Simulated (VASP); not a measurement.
# SiC (P6_3mc) in VASP: a series of runs

The runs below take SiC through single point, with PBE.

All numbers are computed with VASP 6.6.1; they aren't measurements. Logs are shortened: lines on timing, memory, paths and dates and some standing lists are left out, and cuts for length are marked.

## Step 1: The cell of the first run

It takes space group P6_3mc (No. 186, hexagonal). The conventional cell has a = 3.152 Å, b = 3.152 Å, c = 5.175 Å, α = 90.00°, β = 90.00°, γ = 120.00°. Si (site symmetry 3m) has 4 C at 1.93 to 1.95 Å within 2.6 Å. C (site symmetry 3m) has 4 Si at 1.93 to 1.95 Å within 2.6 Å.

## Step 2: Single point, PBE (volume scaled by 1.06, then relaxed in part)

Input file INCAR:

```
SYSTEM = SiC
PREC = Accurate ; ENCUT = 520
EDIFF = 1E-7 ; ISMEAR = 0
SIGMA = 0.02 ; LREAL = .False.
LASPH = .True. ; NELM = 80
ALGO = Normal ; ISIF = 2
LWAVE = .False. ; LCHARG = .True.
GGA = PE ; LELF = .True.
LVHAR = .True. ; NBANDS = 16
```

Input file KPOINTS:

```
regular mesh
0
Gamma
  12 12 6
  0 0 0
```

Input file POSCAR:

```
SiC
1.0
    3.1520091453      0.0000000000      0.0000000000
   -1.5760045727      2.7297199928      0.0000000000
    0.0000000000      0.0000000000      5.1754258544
Si C
2 2
Direct
    0.6666666667      0.3333333333      0.5045747158
    0.3333333333      0.6666666667      0.0045747158
    0.6666666667      0.3333333333      0.8804252742
    0.3333333333      0.6666666667      0.3804252742
```

Potentials or basis: VASP PAW PBE potentials, release 64 (Si, C).

Launch:

```
cat potpaw_PBE.64/Si/POTCAR potpaw_PBE.64/C/POTCAR > POTCAR
mpirun -np 1 vasp_std > vasp.out
```

OUTCAR:

```text
SYSTEM = SiC
   PREC = Accurate
   ENCUT = 520
   EDIFF = 1E-7
   ISMEAR = 0
   LREAL = .False.
   LASPH = .True.
   NELM = 80
   ISIF = 2
   GGA = PE

 ion  position               nearest neighbor table
   1  0.667  0.333  0.505-   4 1.93   4 1.93   4 1.93   3 1.95
   2  0.333  0.667  0.005-   3 1.93   3 1.93   3 1.93   4 1.95
   3  0.667  0.333  0.880-   2 1.93   2 1.93   2 1.93   1 1.95
   4  0.333  0.667  0.380-   1 1.93   1 1.93   1 1.93   2 1.95

  LATTYP: Found a hexagonal cell.
 ALAT       =     3.1520091453
 C/A-ratio  =     1.6419450629

  Lattice vectors:

 A1 = (   3.1520091453,   0.0000000000,   0.0000000000)
 A2 = (  -1.5760045727,   2.7297199928,   0.0000000000)
 A3 = (   0.0000000000,   0.0000000000,   5.1754258544)

Analysis of symmetry for initial positions (statically):
=====================================================================
 Subroutine PRICEL returns:
 Original cell was already a primitive cell.

 Routine SETGRP: Setting up the symmetry group for a
 hexagonal supercell.

 Subroutine GETGRP returns: Found 12 space group operations
 (whereof  6 operations were pure point group operations)
 out of a pool of 24 trial point group operations.

The static configuration has the point symmetry C_3v.
 The point group associated with its full space group is C_6v.

Analysis of symmetry for dynamics (positions and initial velocities):
=====================================================================
 Subroutine PRICEL returns:
 Original cell was already a primitive cell.

 Routine SETGRP: Setting up the symmetry group for a
 hexagonal supercell.

 Subroutine GETGRP returns: Found 12 space group operations
 (whereof  6 operations were pure point group operations)
 out of a pool of 24 trial point group operations.

The dynamic configuration has the point symmetry C_3v.
 The point group associated with its full space group is C_6v.

 Subroutine INISYM returns: Found 12 space group operations
 (whereof  6 operations are pure point group operations),
 and found     1 'primitive' translations

----------------------------------------------------------------------------------------

                                     Primitive cell

  volume of cell :      44.5299

  direct lattice vectors                    reciprocal lattice vectors
     3.152009145  0.000000000  0.000000000     0.317257963  0.183168970  0.000000000
    -1.576004573  2.729719993  0.000000000     0.000000000  0.366337940  0.000000000
     0.000000000  0.000000000  5.175425854     0.000000000  0.000000000  0.193220815

  length of vectors
     3.152009145  3.152009145  5.175425854     0.366337940  0.366337940  0.193220815

  position of ions in fractional coordinates (direct lattice)
     0.666666667  0.333333333  0.504574716
     0.333333333  0.666666667  0.004574716
     0.666666667  0.333333333  0.880425274
     0.333333333  0.666666667  0.380425274

  ion indices of the primitive-cell ions
   primitive index   ion index
                 1           1
                 2           2
                 3           3
                 4           4

----------------------------------------------------------------------------------------

 KPOINTS: regular mesh

Automatic generation of k-mesh.
 Grid dimensions read from file:
 generate k-points for:   12   12    6

 Generating k-lattice:

  Cartesian coordinates                     Fractional coordinates (reciprocal lattice)
     0.026438164  0.015264081  0.000000000     0.083333333  0.000000000  0.000000000
     0.000000000  0.030528162  0.000000000     0.000000000  0.083333333  0.000000000
     0.000000000  0.000000000  0.032203469     0.000000000  0.000000000  0.166666667

  Length of vectors
     0.030528162  0.030528162  0.032203469

  Shift w.r.t. Gamma in fractional coordinates (k-lattice)
     0.000000000  0.000000000  0.000000000

 Subroutine IBZKPT returns following result:
 ===========================================

 Found     76 irreducible k-points:

 Following reciprocal coordinates:
            Coordinates               Weight
  0.000000  0.000000  0.000000      1.000000
  0.083333  0.000000  0.000000      6.000000
  0.166667  0.000000  0.000000      6.000000
  0.250000  0.000000  0.000000      6.000000
  0.333333  0.000000  0.000000      6.000000
  0.416667  0.000000  0.000000      6.000000
[... 16 lines left out ...]
  0.250000  0.000000  0.166667     12.000000
  0.333333  0.000000  0.166667     12.000000
 [... further k-points ...]
   k-points           NKPTS =     76   k-points in BZ     NKDIM =     76   number of bands    NBANDS=     16
   number of dos      NEDOS =    301   number of ions     NIONS =      4
   total plane-waves  NPLWV =  23040
   dimension x,y,z NGX =    24 NGY =   24 NGZ =   40
   dimension x,y,z NGXF=    48 NGYF=   48 NGZF=   80
   ions per type =               2   2
   NGX,Y,Z   is equivalent  to a cutoff of  12.66, 12.66, 12.85 a.u.
[... 68 lines left out ...]
  band No.  band energies     occupation
      1      -7.5485      2.00000
      2      -4.2526      2.00000
      3      -0.8431      2.00000
      4       6.1658      2.00000
      5       6.1658      2.00000
      6       7.3345      2.00000
[... 8 lines left out ...]
     15      15.8956      0.00000
     16      18.1965      0.00000

 k-point     2 :       0.0833    0.0000    0.0000
  band No.  band energies     occupation
      1      -7.4348      2.00000
      2      -4.1552      2.00000
      3      -0.7416      2.00000
      4       5.4983      2.00000
      5       5.9695      2.00000
      6       6.9702      2.00000
[... 8 lines left out ...]
     15      16.1916      0.00000
     16      17.5753      0.00000

 k-point     3 :       0.1667    0.0000    0.0000
  band No.  band energies     occupation
      1      -7.0971      2.00000
      2      -3.8720      2.00000
      3      -0.4485      2.00000
      4       4.0742      2.00000
      5       5.5220      2.00000
      6       5.8563      2.00000
[... 8 lines left out ...]
     15      16.6608      0.00000
     16      16.8976      0.00000

 k-point     4 :       0.2500    0.0000    0.0000
  band No.  band energies     occupation
      1      -6.5469      2.00000
      2      -3.4393      2.00000
      3      -0.0235      2.00000
      4       2.5611      2.00000
      5       4.5018      2.00000
      6       5.0332      2.00000
[... 8 lines left out ...]
     15      17.0358      0.00000
     16      17.8172      0.00000

 k-point     5 :       0.3333    0.0000    0.0000
  band No.  band energies     occupation
      1      -5.8127      2.00000
      2      -2.9729      2.00000
      3       0.1894      2.00000
      4       1.6051      2.00000
      5       3.1429      2.00000
      6       4.6276      2.00000
[... 8 lines left out ...]
     15      17.8010      0.00000
     16      18.6835      0.00000

 k-point     6 :       0.4167    0.0000    0.0000
  band No.  band energies     occupation
      1      -4.9809      2.00000
      2      -2.8188      2.00000
      3      -0.1490      2.00000
      4       1.7699      2.00000
      5       2.0672      2.00000
      6       4.3662      2.00000
[... 8 lines left out ...]
     15      17.7366      0.00000
     16      19.1873      0.00000
[... 267 lines left out ...]
 k-point    21 :       0.0833    0.0000    0.1667
  band No.  band energies     occupation
      1      -7.3073      2.00000
      2      -4.6330      2.00000
      3      -0.0579      2.00000
      4       5.5857      2.00000
      5       6.0474      2.00000
      6       6.4046      2.00000
[... 8 lines left out ...]
     15      15.9234      0.00000
     16      17.8102      0.00000

 k-point    22 :       0.1667    0.0000    0.1667
  band No.  band energies     occupation
      1      -6.9707      2.00000
      2      -4.3350      2.00000
      3       0.2001      2.00000
      4       4.1924      2.00000
      5       5.4759      2.00000
      6       5.6081      2.00000
[... 8 lines left out ...]
     15      16.7037      0.00000
     16      17.2852      0.00000

 k-point    23 :       0.2500    0.0000    0.1667
  band No.  band energies     occupation
      1      -6.4226      2.00000
      2      -3.8695      2.00000
      3       0.5103      2.00000
      4       2.7618      2.00000
      5       4.1326      2.00000
      6       5.1256      2.00000
[... 8 lines left out ...]
     15      17.6942      0.00000
     16      17.7126      0.00000

 k-point    24 :       0.3333    0.0000    0.1667
  band No.  band energies     occupation
      1      -5.6925      2.00000
      2      -3.3247      2.00000
      3       0.3182      2.00000
      4       2.1033      2.00000
      5       2.7727      2.00000
      6       4.7238      2.00000
[... 8 lines left out ...]
     15      18.0442      0.00000
     16      18.8824      0.00000

 [... further k-points ...]

------------------------ aborting loop because EDIFF is reached ----------------------------------------

  FORCE on cell =-STRESS in cart. coord.  units (eV):
  Direction    XX          YY          ZZ          XY          YZ          ZX
  --------------------------------------------------------------------------------------
  -------------------------------------------------------------------------------------
  Total       -3.0865555     -3.0865555     -3.0765530      0.0000000      0.0000000      0.0000000
  in kB     -111.0536953   -111.0536953   -110.6938075      0.0000000      0.0000000      0.0000000
  external PRESSURE =    -110.9337327 kB  Pullay stress =       0.0000000 kB

 VOLUME and BASIS-vectors are now :
 -----------------------------------------------------------------------------
  energy-cutoff  :      520.00
  volume of cell :       44.53
      direct lattice vectors                 reciprocal lattice vectors
     3.152009145  0.000000000  0.000000000     0.317257963  0.183168970  0.000000000
    -1.576004573  2.729719993  0.000000000     0.000000000  0.366337940  0.000000000
     0.000000000  0.000000000  5.175425854     0.000000000  0.000000000  0.193220815

 POSITION                                       TOTAL-FORCE (eV/Angst)
 -----------------------------------------------------------------------------------
      1.57600      0.90991      2.61139        -0.000000      0.000000     -0.006267
     -0.00000      1.81981      0.02368        -0.000000      0.000000     -0.006267
      1.57600      0.90991      4.55658        -0.000000     -0.000000      0.006267
     -0.00000      1.81981      1.96886         0.000000      0.000000      0.006267
 -----------------------------------------------------------------------------------
    total drift:                                0.000000      0.000000     -0.000045

  FREE ENERGIE OF THE ION-ELECTRON SYSTEM (eV)
  ---------------------------------------------------
  free  energy   TOTEN  =       -30.0190973028 eV

  energy  without entropy=      -30.0190973028  energy(sigma->0) =      -30.01909730
```

Run time: 26 s. Hardware: 1 thread of Intel Xeon Platinum 8488C (Sapphire Rapids), shared host; peak memory 0.18 GiB.

Results:

```
Free energy            : -30.0191 eV
Pressure               : -11.1 GPa
Largest force          : 0.006 eV/Å
Band gap on the k mesh : 2.40 eV, indirect (least direct gap 3.83 eV)
```

Forces on the atoms (eV/Å):
```
Si   0.000  0.000 -0.006
Si   0.000  0.000 -0.006
C    0.000  0.000  0.006
C    0.000  0.000  0.006
```

Levels at points of the mesh, in eV from the valence-band top:
```
           k point  band 6  band 7  band 8  band 9  band 10  band 11
(0.00, 0.00, 0.00)   -0.11    0.00    0.00    4.21     5.41     6.25
(0.50, 0.00, 0.00)   -3.17   -3.08   -1.17    2.66     4.15     6.31
(0.00, 0.00, 0.50)   -0.69   -0.69   -0.69    5.27     5.27     6.96
(0.50, 0.00, 0.50)   -2.34   -2.25   -2.25    3.12     3.12     4.95
```

## Step 3: Single point, PBE (volume scaled by 1.10, then relaxed in part)

Input file INCAR:

```
ALGO     = Normal         # electronic algorithm
EDIFF    = 1E-6           # SCF threshold, eV
ENCUT    = 520            # plane-wave cutoff, eV
GGA      = PE             # functional
ISIF     = 2              # what is computed and relaxed
ISMEAR   = 0              # smearing method
LASPH    = T              # aspherical terms in the spheres
LCHARG   = T              # write CHGCAR
LELF     = T              # ELF
LREAL    = F              # projectors in reciprocal space
LVHAR    = T            
LWAVE    = F              # write WAVECAR
NBANDS   = 16             # bands
NELM     = 60             # most SCF steps
PREC     = Accurate       # precision mode
SIGMA    = 0.02           # smearing width, eV
```

Input file KPOINTS:

```
k-points
0
Gamma
  12 12 6
```

Input file POSCAR:

```
SiC
1.0
    3.1908992085      0.0000000000      0.0000000000
   -1.5954496042      2.7633997755      0.0000000000
    0.0000000000      0.0000000000      5.2406080086
Si C
2 2
Direct
    0.6666666667      0.3333333333      0.5044709872
    0.3333333333      0.6666666667      0.0044709872
    0.6666666667      0.3333333333      0.8805290028
    0.3333333333      0.6666666667      0.3805290028
```

Potentials or basis: VASP PAW PBE potentials, release 64 (Si, C).

Launch:

```
cat potpaw_PBE.64/Si/POTCAR potpaw_PBE.64/C/POTCAR > POTCAR
mpirun -np 1 vasp_std > vasp.out
```

Run time: 24 s. Hardware: 1 thread of Intel Xeon Platinum 8488C (Sapphire Rapids), shared host; peak memory 0.18 GiB.

The run converged. Its results:

```yaml
Free_energy: -29.8721 eV
Pressure: -16.8 GPa
Band_gap_on_the_k_mesh: 2.47 eV, indirect (least direct gap 3.76 eV)
```

Forces in eV/Å, atoms in the order of the input:
```
Si   0.000  0.000  0.003
Si   0.000  0.000  0.003
C    0.000  0.000 -0.003
C    0.000  0.000 -0.003
```

Levels at points of the mesh, in eV from the valence-band top:
```csv
k point,band 6,band 7,band 8,band 9,band 10,band 11
"(0.00, 0.00, 0.00)",-0.10,0.00,0.00,3.92,5.00,6.05
"(0.50, 0.00, 0.00)",-3.09,-2.97,-1.16,2.61,4.11,6.03
"(0.00, 0.00, 0.50)",-0.68,-0.68,-0.68,4.97,4.97,6.78
"(0.50, 0.00, 0.50)",-2.29,-2.21,-2.21,3.03,3.03,4.81
```

 A k mesh can miss the band edges.

## Step 4: Single point, PBE

This run uses another cell than the first one: it holds 8 atoms, not 4.

Input file INCAR:

```
SYSTEM = SiC
PREC = Accurate ; ENCUT = 520
EDIFF = 1E-6 ; ISMEAR = 0
SIGMA = 0.1 ; LREAL = .False.
LASPH = .True. ; NELM = 100
ALGO = Normal ; ISIF = 2
LWAVE = .False. ; LCHARG = .True.
GGA = PE ; LELF = .True.
LVHAR = .True. ; NBANDS = 26
```

Input file KPOINTS:

```
regular mesh
0
Gamma
  4 4 4
  0 0 0
```

Input file POSCAR:

```
SiC
1.0
   -3.0918546585      0.0000000000      0.0000000000
    0.0000000000      0.0000000000     -5.0743103156
   -0.0000000001     -5.3552493581      0.0000000000
Si C
4 4
Direct
    0.5000000000      0.4954213522      0.8333333333
    0.0000000000      0.4954213522      0.3333333333
    1.0000000000      0.9954213522      0.6666666667
    0.5000000000      0.9954213522      0.1666666667
    0.5000000000      0.1195786578      0.8333333333
    0.0000000000      0.1195786578      0.3333333333
    1.0000000000      0.6195786578      0.6666666667
    0.5000000000      0.6195786578      0.1666666667
```

Launch:

```
cat potpaw_PBE.64/Si/POTCAR potpaw_PBE.64/C/POTCAR > POTCAR
mpirun -np 1 vasp_std > vasp.out
```

Wall time 37 s (1 thread of Intel Xeon Platinum 8488C (Sapphire Rapids), shared host); peak memory 0.2 GiB.

The run converged. Its results:

```yaml
Free_energy: -60.1338 eV
Pressure: 0.0 GPa
Largest_force: 0.027 eV/Å
Band_gap_on_the_k_mesh: 2.54 eV
```

Forces on the atoms (eV/Å):
```
Si   0.000  0.014 -0.015
Si   0.000  0.014 -0.015
Si   0.000 -0.014 -0.015
Si   0.000 -0.014 -0.015
C    0.000  0.022  0.015
C    0.000  0.022  0.015
C    0.000 -0.022  0.015
C    0.000 -0.022  0.015
```

Stress tensor (GPa, compression positive):
```
 0.65  0.00  0.00
 0.00 -0.35  0.00
 0.00  0.00 -0.28
```

Levels at points of the mesh, in eV from the valence-band top:
```csv
k point,band 12,band 13,band 14,band 15,band 16,band 17,band 18,band 19,band 20,band 21
"(0.00, 0.00, 0.00)",-1.31,-1.19,-0.11,0.00,0.00,2.74,4.20,4.67,6.04,6.56
"(0.50, 0.00, 0.00)",-4.72,-2.90,-2.90,-2.64,-2.64,3.16,3.16,6.78,6.78,7.69
"(0.00, 0.50, 0.00)",-2.32,-0.71,-0.71,-0.71,-0.71,3.25,3.25,5.18,5.18,5.76
"(0.50, 0.50, 0.00)",-4.57,-2.04,-2.04,-2.04,-2.04,4.77,4.77,4.77,4.77,6.81
"(0.00, 0.00, 0.50)",-2.50,-1.01,-1.01,-0.61,-0.61,3.99,3.99,5.80,5.80,7.08
"(0.50, 0.00, 0.50)",-3.29,-3.25,-3.25,-1.19,-1.19,2.74,2.74,4.20,4.20,6.76
"(0.00, 0.50, 0.50)",-2.92,-1.70,-1.70,-1.70,-1.70,4.44,4.44,4.44,4.44,7.25
"(0.50, 0.50, 0.50)",-2.43,-2.31,-2.31,-2.31,-2.31,3.24,3.24,3.24,3.24,5.18
```

Caveat: the k points lie up to 0.51 Å⁻¹ apart.

## Step 5: The runs side by side

| cell | k mesh | smearing | gap on the mesh (eV) | pressure (GPa) | largest force (eV/Å) |
| --- | --- | --- | --- | --- | --- |
| a = 3.152, b = 3.152, c = 5.175 Å, angles 90.0, 90.0, 120.0°, 4 atoms | 12 × 12 × 6 | gaussian 0.02 eV | 2.40 | -11.1 | 0.01 |
| a = 3.191, b = 3.191, c = 5.241 Å, angles 90.0, 90.0, 120.0°, 4 atoms | 12 × 12 × 6 | gaussian 0.02 eV | 2.47 | -16.8 | - |
| a = 3.092, b = 5.074, c = 5.355 Å, 8 atoms | 4 × 4 × 4 | gaussian 0.1 eV | 2.54 | 0.0 | 0.03 |

Alike in all rows: task single point; level PBE; potentials or basis VASP PAW PBE potentials, release 64 (Si, C); no spin polarisation; cutoff (eV) 520.

Caveats: some runs use coarse meshes.

Absolute energies hang on the potentials; compare differences alone.
